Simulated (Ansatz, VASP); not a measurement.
# Al2Cu: VASP beside Ansatz

```
Al Cu
1.0
     4.10518    0.00000    0.00000
     0.00000    4.10518    0.00000
     0.00000    0.00000    2.89131
Al Cu
2 1
Direct
  0.50000 0.00000 0.50000
  0.00000 0.50000 0.50000
  0.00000 0.00000 0.00000
```

Alike in both runs: task relaxation of cell and atoms; functional PBEsol; k mesh 10 × 10 × 14; occupations gaussian, width 0.1 eV; no spin polarisation.

|  | VASP | Ansatz |
| --- | --- | --- |
| version | VASP 6.6.1 | Ansatz 0.2.0 |
| potentials or method | VASP PAW PBE potentials, release 64 (Al, Cu), cutoff 600 eV | scalar-relativistic, plane waves, PAW |
| valence electrons in the cell | 17 | 25 |

|  | VASP | Ansatz | Ansatz less VASP |
| --- | --- | --- | --- |
| gap on the k mesh at the Fermi level, each at its own relaxed structure (eV) | none | none | - |
| relaxed volume (Å³/atom) | 15.87 | 15.83 | -0.041 |
| relaxed length of the cell vector where the two differ most in proportion (Å) | 2.851 | 2.846 | -0.0043 |

VASP's potentials were made for PBE, not for PBEsol. A gap of «none» marks a metal or a gap that the smearing closes. VASP's potentials hold 17 valence electrons a cell and Ansatz's 25, so a difference there can come from the potentials and not from the codes.
